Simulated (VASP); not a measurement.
# Zn (P6_3/mmc) in VASP: a series of runs

Zn is run at these levels: PBE; tasks: single point.

All numbers are computed with VASP 6.6.1; they aren't measurements. Logs are shortened: lines on timing, memory, paths and dates and some standing lists are left out, and cuts for length are marked.

**1. The cell of the first run**

Symmetry: P6_3/mmc, No. 194, hexagonal system. The conventional cell has a = 2.111 Å, b = 2.111 Å, c = 3.392 Å, α = 90.00°, β = 90.00°, γ = 120.00°. Zn (site symmetry -6m2) has 12 Zn at 2.09 to 2.11 Å within 2.8 Å.

**2. Single point, PBE**

Contents of INCAR:

```
PREC = Accurate ; ENCUT = 520
EDIFF = 1E-6 ; ISMEAR = -1
SIGMA = 0.05 ; LREAL = False
LASPH = True ; NELM = 100
ALGO = Normal ; ISIF = 2
LWAVE = False ; LCHARG = True
GGA = PE ; LELF = True
LVHAR = True ; NBANDS = 19
```

Contents of KPOINTS:

```
Automatic mesh
0
Gamma
  21 21 11
```

Contents of POSCAR:

```
Zn
1.0
    2.1105152234      0.0000000000      0.0000000000
   -1.0552576117      1.8277597986      0.0000000000
    0.0000000000      0.0000000000      3.3915347017
Zn
2
Direct
    0.3333333333      0.6666666667      0.2500000000
    0.6666666667      0.3333333333      0.7500000000
```

Potentials or basis: VASP PAW PBE potentials, release 64 (Zn).

On the command line:

```
> cat potpaw_PBE.64/Zn/POTCAR > POTCAR
> mpirun -np 1 vasp_std > vasp.out
```

OUTCAR:

```text
PREC = Accurate
   ENCUT = 520
   EDIFF = 1E-6
   ISMEAR = -1
   LREAL = False
   LASPH = True
   NELM = 100
   ISIF = 2
   GGA = PE

 ion  position               nearest neighbor table
   1  0.333  0.667  0.250-   2 2.09   2 2.09   2 2.09   2 2.09   2 2.09   2 2.09   2 2.97   2 2.97
                             2 2.97   2 2.97   2 2.97   2 2.97
   2  0.667  0.333  0.750-   1 2.09   1 2.09   1 2.09   1 2.09   1 2.09   1 2.09   1 2.97   1 2.97
                             1 2.97   1 2.97   1 2.97   1 2.97

  LATTYP: Found a hexagonal cell.
 ALAT       =     2.1105152234
 C/A-ratio  =     1.6069700252

  Lattice vectors:

 A1 = (   2.1105152234,   0.0000000000,   0.0000000000)
 A2 = (  -1.0552576117,   1.8277597986,   0.0000000000)
 A3 = (   0.0000000000,   0.0000000000,   3.3915347017)

Analysis of symmetry for initial positions (statically):
=====================================================================
 Subroutine PRICEL returns:
 Original cell was already a primitive cell.

 Routine SETGRP: Setting up the symmetry group for a
 hexagonal supercell.

 Subroutine GETGRP returns: Found 24 space group operations
 (whereof 12 operations were pure point group operations)
 out of a pool of 24 trial point group operations.

The static configuration has the point symmetry D_3d.
 The point group associated with its full space group is D_6h.

Analysis of symmetry for dynamics (positions and initial velocities):
=====================================================================
 Subroutine PRICEL returns:
 Original cell was already a primitive cell.

 Routine SETGRP: Setting up the symmetry group for a
 hexagonal supercell.

 Subroutine GETGRP returns: Found 24 space group operations
 (whereof 12 operations were pure point group operations)
 out of a pool of 24 trial point group operations.

The dynamic configuration has the point symmetry D_3d.
 The point group associated with its full space group is D_6h.

 Subroutine INISYM returns: Found 24 space group operations
 (whereof 12 operations are pure point group operations),
 and found     1 'primitive' translations

----------------------------------------------------------------------------------------

                                     Primitive cell

  volume of cell :      13.0829

  direct lattice vectors                    reciprocal lattice vectors
     2.110515223  0.000000000  0.000000000     0.473817952  0.273558922  0.000000000
    -1.055257612  1.827759799  0.000000000     0.000000000  0.547117844  0.000000000
     0.000000000  0.000000000  3.391534702     0.000000000  0.000000000  0.294851767

  length of vectors
     2.110515223  2.110515223  3.391534702     0.547117844  0.547117844  0.294851767

  position of ions in fractional coordinates (direct lattice)
     0.333333333  0.666666667  0.250000000
     0.666666667  0.333333333  0.750000000

  ion indices of the primitive-cell ions
   primitive index   ion index
                 1           1
                 2           2

----------------------------------------------------------------------------------------

 KPOINTS: Automatic mesh

Automatic generation of k-mesh.
 Grid dimensions read from file:
 generate k-points for:   21   21   11

 Generating k-lattice:

  Cartesian coordinates                     Fractional coordinates (reciprocal lattice)
     0.022562760  0.013026615  0.000000000     0.047619048 -0.000000000  0.000000000
     0.000000000  0.026053231  0.000000000     0.000000000  0.047619048  0.000000000
     0.000000000  0.000000000  0.026804706     0.000000000  0.000000000  0.090909091

  Length of vectors
     0.026053231  0.026053231  0.026804706

  Shift w.r.t. Gamma in fractional coordinates (k-lattice)
     0.000000000  0.000000000  0.000000000

 Subroutine IBZKPT returns following result:
 ===========================================

 Found    288 irreducible k-points:

 Following reciprocal coordinates:
            Coordinates               Weight
  0.000000  0.000000  0.000000      1.000000
  0.047619  0.000000  0.000000      6.000000
  0.095238  0.000000  0.000000      6.000000
  0.142857  0.000000  0.000000      6.000000
  0.190476  0.000000  0.000000      6.000000
  0.238095  0.000000  0.000000      6.000000
[... 16 lines left out ...]
  0.142857  0.095238  0.000000     12.000000
  0.190476  0.095238  0.000000     12.000000
 [... further k-points ...]
   k-points           NKPTS =    288   k-points in BZ     NKDIM =    288   number of bands    NBANDS=     19
   number of dos      NEDOS =    301   number of ions     NIONS =      2
   total plane-waves  NPLWV =   7168
   dimension x,y,z NGX =    16 NGY =   16 NGZ =   28
   dimension x,y,z NGXF=    32 NGYF=   32 NGZF=   56
   ions per type =               2
   NGX,Y,Z   is equivalent  to a cutoff of  12.60, 12.60, 13.73 a.u.
   NGXF,Y,Z  is equivalent  to a cutoff of  25.21, 25.21, 27.45 a.u.
 SYSTEM =  unknown system
   PREC   = accura    normal or accurate (medium, high low for compatibility)
   ISTART =      0    job   : 0-new  1-cont  2-samecut
   ICHARG =      2    charge: 1-file 2-atom 10-const
   ISPIN  =      1    spin polarized calculation?
   LNONCOLLINEAR =      F non collinear calculations
   LSORBIT =      F    spin-orbit coupling
   LASPH  =      T    aspherical Exc in radial PAW
   ENCUT  =  520.0 eV  38.22 Ry    6.18 a.u.   3.92  3.92  6.31*2*pi/ulx,y,z
   NELM   =    100;   NELMIN=  2; NELMDL= -5     # of ELM steps
   EDIFF  = 0.1E-05   stopping-criterion for ELM
   LREAL  =      F    real-space projection
   EDIFFG = 0.1E-04   stopping-criterion for IOM
   NSW    =      0    number of steps for IOM
   IBRION =     -1    ionic relax: 0-MD 1-quasi-New 2-CG
   NFREE  =      0    steps in history (QN), initial steepest desc. (CG)
   ISIF   =      2    stress and relaxation
   ISYM   =      2    0-nonsym 1-usesym 2-fastsym
   POTIM  = 0.5000    time-step for ionic-motion
   TEBEG  =    0.0;   TEEND  =   0.0 temperature during run
   PSTRESS=    0.0 pullay stress
   NELECT =      24.0000    total number of electrons
   NUPDOWN=      -1.0000    fix difference up-down
   EMIN   =  10.00;   EMAX   =-10.00  energy-range for DOS
   EFERMI =   0.00;   METHOD = LEGACY
   ISMEAR =    -1;   SIGMA  =   0.05  broadening in eV -4-tet -1-fermi 0-gaus
   EFERMI_NEDOS =   21; number of points for ismear=-14 and -15
   IALGO  =     38    algorithm
   IMIX   =      4    mixing-type and parameters
     AMIX     =   0.40;   BMIX     =  1.00
     AMIX_MAG =   1.60;   BMIX_MAG =  1.00
  volume/ion in A,a.u.               =       6.54        44.14
  Fermi-wavevector in a.u.,A,eV,Ry     =   2.004060  3.787123 54.644462  4.016255
  Thomas-Fermi vector in A             =   3.018625
   LORBIT       =      0    0 simple, 1 ext, 2 COOP (PROOUT), +10 PAW based schemes
   GGA     = PE    functional components
   LHFCALC =     F    Hartree Fock is set to
   AEXX    =    0.0000 exact exchange contribution
   IVDW    =     0    specifies the selected vdW correction
   LEPSILON=     F    determine dielectric tensor
   LRPA    =     F    only Hartree local field effects (RPA)
 non-spin polarized calculation
  energy-cutoff  :      520.00
  volume of cell :       13.08
 maximum number of plane-waves:       364
 NGX is ok and might be reduce to    16
   NGX =  7   NGY =  7   NGZ = 13

 number of electron      24.0000002 magnetization

 Free energy of the ion-electron system (eV)
  ---------------------------------------------------
  ext. energy  EPLUGINS =         0.00000000
  ---------------------------------------------------
  free energy    TOTEN  =         9.46789280 eV

  energy without entropy =        9.46957526  energy(sigma->0) =        9.46873403

 E-fermi :  14.3250     XC(G=0): -16.8228

 val. band max:       14.3201290321   @ k =   0.3333   0.0476   0.0000
 cond. band min:      14.3746367823   @ k =   0.0000   0.0000   0.0000
 fundamental gap:      0.0545077503
 Fermi energy:        14.3249792628

 k-point     1 :       0.0000    0.0000    0.0000
  band No.  band energies     occupation
      1      -7.1992      2.00000
      2      -2.7685      2.00000
      3       0.6267      2.00000
      4       0.6267      2.00000
      5       0.6288      2.00000
      6       1.0839      2.00000
[... 11 lines left out ...]
     18      41.4653      0.00000
     19      41.4653      0.00000

 k-point     2 :       0.0476    0.0000    0.0000
  band No.  band energies     occupation
      1      -7.0880      2.00000
      2      -2.7042      2.00000
      3       0.4499      2.00000
      4       0.6804      2.00000
      5       0.7912      2.00000
      6       1.0595      2.00000
[... 11 lines left out ...]
     18      41.7193      0.00000
     19      43.3082      0.00000

 k-point     3 :       0.0952    0.0000    0.0000
  band No.  band energies     occupation
      1      -6.7591      2.00000
      2      -2.5224      2.00000
      3       0.2448      2.00000
      4       0.8383      2.00000
      5       0.9243      2.00000
      6       1.0322      2.00000
[... 11 lines left out ...]
     18      42.1933      0.00000
     19      43.0552      0.00000

 k-point     4 :       0.1429    0.0000    0.0000
  band No.  band energies     occupation
      1      -6.2268      2.00000
      2      -2.2595      2.00000
      3       0.0213      2.00000
      4       0.7779      2.00000
      5       0.8548      2.00000
      6       1.0906      2.00000
[... 11 lines left out ...]
     18      41.8941      0.00000
     19      42.9309      0.00000

 k-point     5 :       0.1905    0.0000    0.0000
  band No.  band energies     occupation
      1      -5.5196      2.00000
      2      -1.9867      2.00000
      3      -0.1792      2.00000
      4       0.1479      2.00000
      5       0.7549      2.00000
      6       1.1145      2.00000
[... 11 lines left out ...]
     18      41.2391      0.00000
     19      42.3692      0.00000
[... 334 lines left out ...]
      2      -2.0843      2.00000
      3      -2.0010      2.00000
      4       0.3586      2.00000
      5       0.8150      2.00000
      6       0.9235      2.00000
[... 11 lines left out ...]
     18      36.2058      0.00000
     19      37.6568      0.00000

 k-point    22 :       0.0952    0.0952    0.0000
  band No.  band energies     occupation
      1      -5.9151      2.00000
      2      -2.1105      2.00000
      3      -0.1224      2.00000
      4       0.5402      2.00000
      5       0.8482      2.00000
      6       1.0728      2.00000
[... 11 lines left out ...]
     18      40.1268      0.00000
     19      40.4633      0.00000

 k-point    23 :       0.1429    0.0952    0.0000
  band No.  band energies     occupation
      1      -5.2211      2.00000
      2      -1.8432      2.00000
      3      -0.3487      2.00000
      4      -0.0164      2.00000
      5       0.7710      2.00000
      6       0.8858      2.00000
[... 11 lines left out ...]
     18      38.7577      0.00000
     19      40.7230      0.00000

 k-point    24 :       0.1905    0.0952    0.0000
  band No.  band energies     occupation
      1      -4.4045      2.00000
      2      -1.6542      2.00000
      3      -0.5445      2.00000
      4      -0.5066      2.00000
      5       0.7168      2.00000
      6       0.7361      2.00000
[... 11 lines left out ...]
     18      37.5668      0.00000
     19      40.7884      0.00000

 [... further k-points ...]
[... 5 lines left out ...]
  --------------------------------------------------------------------------------------
  -------------------------------------------------------------------------------------
  Total       41.0420084     41.0420084     41.1371588      0.0000000      0.0000000      0.0000000
  in kB     5026.1484607   5026.1484610   5037.8009069      0.0000000      0.0000000      0.0000000
  external PRESSURE =    5030.0326096 kB  Pullay stress =       0.0000000 kB

 VOLUME and BASIS-vectors are now :
 -----------------------------------------------------------------------------
  energy-cutoff  :      520.00
  volume of cell :       13.08
      direct lattice vectors                 reciprocal lattice vectors
     2.110515223  0.000000000  0.000000000     0.473817952  0.273558922  0.000000000
    -1.055257612  1.827759799  0.000000000     0.000000000  0.547117844  0.000000000
     0.000000000  0.000000000  3.391534702     0.000000000  0.000000000  0.294851767

 POSITION                                       TOTAL-FORCE (eV/Angst)
 -----------------------------------------------------------------------------------
     -0.00000      1.21851      0.84788        -0.000000      0.000000     -0.000000
      1.05526      0.60925      2.54365         0.000000     -0.000000      0.000000
 -----------------------------------------------------------------------------------
    total drift:                                0.000000     -0.000000      0.000000

  FREE ENERGIE OF THE ION-ELECTRON SYSTEM (eV)
  ---------------------------------------------------
  free  energy   TOTEN  =         9.4678927954 eV

  energy  without entropy=        9.4695752620  energy(sigma->0) =        9.46873403
```

It took 31 s on 1 thread of Intel Xeon Platinum 8488C (Sapphire Rapids), shared host; peak memory 0.16 GiB.

What came out:

```
Free energy            : 9.4679 eV
Pressure               : 503.0 GPa
Band gap on the k mesh : zero (band 12 reaches 15.83 eV, above the bottom of band 13 at 12.56 eV)
```

[end of part 1 of 2]
